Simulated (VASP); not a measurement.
The system is Si2W.

```
W Si
1.0
     4.61685    0.00000    0.00000
    -2.30843    3.99831    0.00000
     0.00000    0.00000    6.65322
W Si
3 6
Direct
  0.50000 0.00000 0.50000
  0.50000 0.50000 0.83333
  0.00000 0.50000 0.16667
  0.32725 0.16363 0.16667
  0.83637 0.16363 0.83333
  0.16363 0.32725 0.50000
  0.67275 0.83637 0.16667
  0.16363 0.83637 0.83333
  0.83637 0.67275 0.50000
```

Base run:

```yaml
Program: VASP 6.6.1
Functional: LDA
Potentials_or_basis: VASP PAW LDA potentials, release 64 (W_sv, Si)
Cutoff: 520 eV
k_mesh: 7 × 7 × 4
Occupations: fermi-dirac, width 0.05 eV
Spin: no spin polarisation
```

Its results: band gap on the k mesh 0.20 eV, indirect (least direct gap 0.64 eV); pressure -8.6 GPa; largest force 0.049 eV/Å.

Q: The run is repeated on the same cell with these changes: k mesh from 7 × 7 × 4 to 5 × 5 × 3. What comes out?

A: Band gap on the k mesh 0.40 eV, indirect (least direct gap 0.89 eV); pressure -8.6 GPa; largest force 0.061 eV/Å.

Caveats: spin-orbit coupling is left out, which moves the levels of the heavy elements.

A k mesh can miss the band edges.
